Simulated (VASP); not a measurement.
Set up this calculation in VASP 6.6.1, as the native input.

* Task: single point
* Functional: LDA
* Potentials or basis: VASP PAW LDA potentials, release 64 (Sn_d, O)
* Cutoff: 600 eV
* k mesh: 6 × 6 × 8
* Occupations: gaussian, width 0.02 eV
* Spin: no spin polarisation
* Dipole correction: no
* Further INCAR settings: ALGO = Normal; EDIFF = 1e-06; NBANDS = 35

The structure of SnO2 (l.eA) lies in POSCAR:

```
SnO2
1.0
    4.5613071670      0.0000000000      0.0000000000
    0.0000000000      4.5613071670      0.0000000000
    0.0000000000      0.0000000000      3.2722374217
Sn O
2 4
Direct
    0.0000000000      0.0000000000      0.0000000000
    0.5000000000      0.5000000000      0.5000000000
    0.6930000000      0.6930000000      0.0000000000
    0.3070000000      0.3070000000      0.0000000000
    0.8070000000      0.1930000000      0.5000000000
    0.1930000000      0.8070000000      0.5000000000
```

These files were run (other wordings do the same):

INCAR

```
SYSTEM = SnO2
ALGO     = Normal         ! electronic algorithm
EDIFF    = 1E-6           ! SCF threshold, eV
ENCUT    = 600            ! plane-wave cutoff, eV
GGA      = CA             ! functional
GGA_COMPAT= .False.      
ISIF     = 2              ! what is computed and relaxed
ISMEAR   = 0              ! smearing method
LASPH    = .True.         ! aspherical terms in the spheres
LCHARG   = .True.         ! write CHGCAR
LELF     = .True.         ! ELF
LREAL    = .False.        ! projectors in reciprocal space
LVHAR    = .True.       
LWAVE    = .False.        ! write WAVECAR
NBANDS   = 35             ! bands
NELM     = 120            ! most SCF steps
PREC     = Accurate       ! precision mode
SIGMA    = 0.02           ! smearing width, eV
```

KPOINTS

```
k-points
0
Gamma
  6 6 8
  0 0 0
```

Potentials or basis: VASP PAW LDA potentials, release 64 (Sn_d, O).

Command:

```sh
$ cat potpaw_LDA.64/Sn_d/POTCAR potpaw_LDA.64/O/POTCAR > POTCAR
$ mpirun -np 1 vasp_std > vasp.out
```

Results of the run:

```json
{"Pressure": "9.5 GPa", "Largest force": "0.065 eV/Å", "Band gap on the k mesh": "1.59 eV, direct"}
```

Caveat: spin-orbit coupling is left out, which moves the levels of the heavy elements.

It took 110 s on 1 thread of Intel Xeon 6975P-C, with other jobs on the host, peak memory 0.24 GiB.
